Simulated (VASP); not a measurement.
A run of VASP 6.6.1:

POSCAR

```
Ir
1.0
    0.0000000000      1.9379170000      1.9379170000
    1.9379170000      0.0000000000      1.9379170000
    1.9379170000      1.9379170000      0.0000000000
Ir
1
Direct
    0.0000000000      0.0000000000      0.0000000000
```

The input INCAR.step1:

```
SYSTEM = Ir
PREC = Accurate
ENCUT = 520
EDIFF = 1E-6
ISMEAR = 1
SIGMA = 0.0283
LREAL = .FALSE.
LASPH = .TRUE.
NELM = 80
ALGO = Normal
ISIF = 2
LWAVE = .FALSE.
LCHARG = .TRUE.
LMAXMIX = 4
GGA = PE
NBANDS = 10
```

File KPOINTS.step1:

```
regular mesh
0
G
  11 11 11
  0 0 0
```

The input INCAR.step2:

```
SYSTEM = Ir
PREC = Accurate
ENCUT = 520
EDIFF = 1E-6
ISMEAR = -5
SIGMA = 0.0283
LREAL = .FALSE.
LASPH = .TRUE.
NELM = 80
ALGO = Normal
ISIF = 2
LWAVE = .FALSE.
LCHARG = .FALSE.
LMAXMIX = 4
GGA = PE
LORBIT = 10
NBANDS = 10
NEDOS = 2001
ICHARG = 11
```

File KPOINTS.step2:

```
regular mesh
0
G
  17 17 17
  0 0 0
```

Potentials or basis: VASP PAW PBE potentials, release 64 (Ir).

Launch:

```bash
$ cat potpaw_PBE.64/Ir/POTCAR > POTCAR
$ cp INCAR.step1 INCAR
$ cp KPOINTS.step1 KPOINTS
$ mpirun -np 1 vasp_std > vasp.out
$ cp INCAR.step2 INCAR
$ cp KPOINTS.step2 KPOINTS
$ mpirun -np 1 vasp_std > vasp.out
```

Hardware: 1 thread of Intel Xeon 6975P-C, on a shared host.

Question: Estimate the wall time of this run.

Answer: Wall time 36 s on 1 thread of Intel Xeon 6975P-C, with other jobs on the host, peak memory 0.11 GiB. Counts: k points 165.
